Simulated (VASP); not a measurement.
The system is GaN.

```xyz
2
Lattice="5.2304 0.0000 0.0000 -2.6152 4.5296 0.0000 0.0000 0.0000 3.3901" Properties=species:S:1:pos:R:3 pbc="T T T"
Ga    0.0000    0.0000    1.6950
N     0.0000    0.0000    0.0000
```

| Property | Result |
| --- | --- |
| Program | VASP 6.6.1 |
| Task | relaxation of cell and atoms |
| Functional | HSE06 |
| Potentials or basis | VASP PAW PBE potentials, release 64 (Ga_d, N) |
| Cutoff | 600 eV |
| k mesh | 3 × 3 × 4 |
| Occupations | fermi-dirac, width 0.05 eV |
| Spin | no spin polarisation |

At the start: pressure -1.3 GPa; volume 40.16 Å³/atom.

Q: Where does the relaxation end?

A: Over 13 steps the energy falls by 4.4 meV/atom and the volume is 39.87 Å³/atom (-0.7 %); space group P6/mmm (No. 191, to 0.1 Å) before and after.

Step by step:
```
step  energy change (eV)  largest force (eV/Å)  pressure (GPa)  volume (Å³)
   1              0.0000                0.0000           -1.27        80.32
   2              0.1796                0.0000            6.96        76.62
   3             -0.0087                0.0000           -0.08        79.66
   4             -0.0087                0.0000            0.02        79.63
   5             -0.0087                0.0000            0.04        79.61
   6             -0.0087                0.0000           -0.07        79.72
   7             -0.0088                0.0000            0.02        79.66
   8             -0.0087                0.0000           -0.01        79.67
   9             -0.0087                0.0000           -0.03        79.66
  10             -0.0087                0.0000           -0.02        79.66
  11             -0.0087                0.0000            0.00        79.66
  12             -0.0088                0.0000           -0.02        79.71
  13             -0.0088                0.0000           -0.02        79.73
```

Final structure:
```
CELL_PARAMETERS angstrom
5.23460 0.00000 0.00000
-2.61730 4.53330 0.00000
0.00000 0.00000 3.36007
ATOMIC_POSITIONS crystal
Ga 0.00000 0.00000 0.50000
N 0.00000 0.00000 0.00000
```

Caveat: the k points lie up to 0.47 Å⁻¹ apart in the final cell; the PAW data sets were made with another functional, which shifts forces and pressure a little.
